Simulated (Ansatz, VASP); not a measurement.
# Zr2TaGe2: VASP beside Ansatz

```
CELL_PARAMETERS angstrom
4.09652 0.00000 0.00000
-2.04826 3.54769 0.00000
0.00000 0.00000 6.88504
ATOMIC_POSITIONS crystal
Zr 0.33333 0.66667 0.63070
Zr 0.66667 0.33333 0.36930
Ta 0.00000 0.00000 0.00000
Ge 0.33333 0.66667 0.25710
Ge 0.66667 0.33333 0.74290
```

Change from the starting cell: species swapped into the CaZn2Sb2 type (P-3m1, No. 164).

Alike in both runs: task single point; functional PBE; k mesh 6 × 6 × 4; occupations gaussian, width 0.1 eV; no spin polarisation.

|  | VASP | Ansatz |
| --- | --- | --- |
| version | VASP 6.6.1 | Ansatz 0.2.0 |
| potentials or method | VASP PAW PBE potentials, release 64 (Zr_sv, Ta_pv, Ge_d), cutoff 520 eV | scalar-relativistic, plane waves, PAW |
| valence electrons in the cell | 63 | 65 |

Ansatz gave:

- gap on the k mesh at the Fermi level (eV): none
- pressure (GPa): 12.1
- traceless stress, the component that is largest in VASP (GPa): 0.11
- rms of the force components (eV/Å): 2.036

Estimate VASP's values.

gap on the k mesh at the Fermi level (eV): none; pressure (GPa): 12.2; traceless stress, the component that is largest in VASP (GPa): 0.07; rms of the force components (eV/Å): 2.044.

Atom by atom the forces differ by 0.008 eV/Å (rms over components). A gap of «none» marks a metal or a gap that the smearing closes. The functional is the same, so the differences come from potentials, cutoffs and numerics. VASP's potentials hold 63 valence electrons a cell and Ansatz's 65, so a difference there can come from the potentials and not from the codes.

Spin-orbit coupling is off throughout.
